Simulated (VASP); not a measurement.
Al2Ru, 3 atoms in the cell. Symmetry: I4/mmm, No. 139, tetragonal system. Conventional cell: a = 3.032 Å, b = 3.032 Å, c = 8.181 Å, α = 90.00°, β = 90.00°, γ = 90.00°. Within 3.3 Å of Al (site symmetry 4mm) lie 5 Ru at 2.51 to 2.79 Å and 9 Al at 2.60 to 3.03 Å. Within 3.3 Å of Ru (site symmetry 4/mmm) lie 10 Al at 2.51 to 2.79 Å and 4 Ru at 3.03 Å. 

| Quantity | Value |
| --- | --- |
| Program | VASP 6.6.1 |
| Task | single point |
| Functional | PBEsol |
| Potentials or basis | VASP PAW PBE potentials, release 64 (Al, Ru_pv) |
| Cutoff | 520 eV |
| k mesh | 20 × 20 × 20 |
| Occupations | gaussian, width 0.15 eV |
| Spin | collinear spin, ferromagnetic start |
| Starting moments | [0.0, 0.0, 1.125] μB |
| Fixed moment | 1.125 μB |
| Dipole correction | no |
| Further INCAR settings | ALGO = Normal; EDIFF = 1e-06; NBANDS = 21 |

Potentials or basis: VASP PAW PBE potentials, release 64 (Al, Ru_pv).

Run with:

```console
$ cat potpaw_PBE.64/Al/POTCAR potpaw_PBE.64/Ru_pv/POTCAR > POTCAR
$ mpirun -np 4 vasp_std > vasp.out
```

Hardware: 4 MPI ranks on Intel(R) Xeon(R) Platinum 8488C (Sapphire Rapids) (shared host).

**Question.** How long does it take, and how much memory?

**Answer.** It took 3.9 min on 4 MPI ranks on Intel(R) Xeon(R) Platinum 8488C (Sapphire Rapids), with other jobs on the host, peak memory 0.8 GiB a rank. Counts: scf iterations 13, k points 641.
